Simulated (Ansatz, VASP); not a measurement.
**One calculation of Si, two programs**

File INCAR:

```
SYSTEM = Si
  ALGO = Normal
  EDIFF = 1E-6
  ENCUT = 500
  GGA = PE
  GGA_COMPAT = .FALSE.
  ISIF = 2
  ISMEAR = 0
  LASPH = .TRUE.
  LCHARG = .FALSE.
  LREAL = .FALSE.
  LWAVE = .FALSE.
  NBANDS = 11
  NELM = 120
  PREC = Accurate
  SIGMA = 0.02
```

Contents of KPOINTS:

```
k-points
0
G
  8 8 8
  0 0 0
```

The input POSCAR:

```
Si
1.0
    0.0000000000      2.7135600000      2.7135600000
    2.7135600000      0.0000000000      2.7135600000
    2.7135600000      2.7135600000      0.0000000000
Si
2
Direct
    0.7500000000      0.7500000000      0.7500000000
    0.5000000000      0.5000000000      0.5000000000
```

Input for Ansatz:

```yaml
crystal:
  lattice:
    - [0.0, 2.71356, 2.71356]
    - [2.71356, 0.0, 2.71356]
    - [2.71356, 2.71356, 0.0]
  atoms:
    - { symbol: Si, position: [0.75, 0.75, 0.75] }
    - { symbol: Si, position: [0.5, 0.5, 0.5] }
basis:
  ecutwfc: 520
kpoints:
  mp_grid: { grid: [8, 8, 8] }
hamiltonian:
  xc: pbe
scf:
  occupations: { method: gaussian, width: 0.02 }
output:
  forces: true
  stress: true
  eigenvalues: true
```

Alike in both runs: task single point; functional PBE; k mesh 8 × 8 × 8; occupations gaussian, width 0.02 eV; no spin polarisation.

|  | VASP | Ansatz |
| --- | --- | --- |
| version | VASP 6.6.1 | Ansatz 0.2.0 |
| potentials or method | VASP PAW PBE potentials, release 64 (Si), cutoff 500 eV | scalar-relativistic, plane waves, PAW |
| valence electrons in the cell | 8 | 8 |

|  | VASP | Ansatz | Ansatz less VASP |
| --- | --- | --- | --- |
| gap on the k mesh at the Fermi level (eV) | 0.61 | 0.61 | -0.002 |
| least direct gap on the mesh (eV) | 2.57 | 2.56 | -0.005 |
| pressure (GPa) | 2.1 | 2.2 | +0.08 |
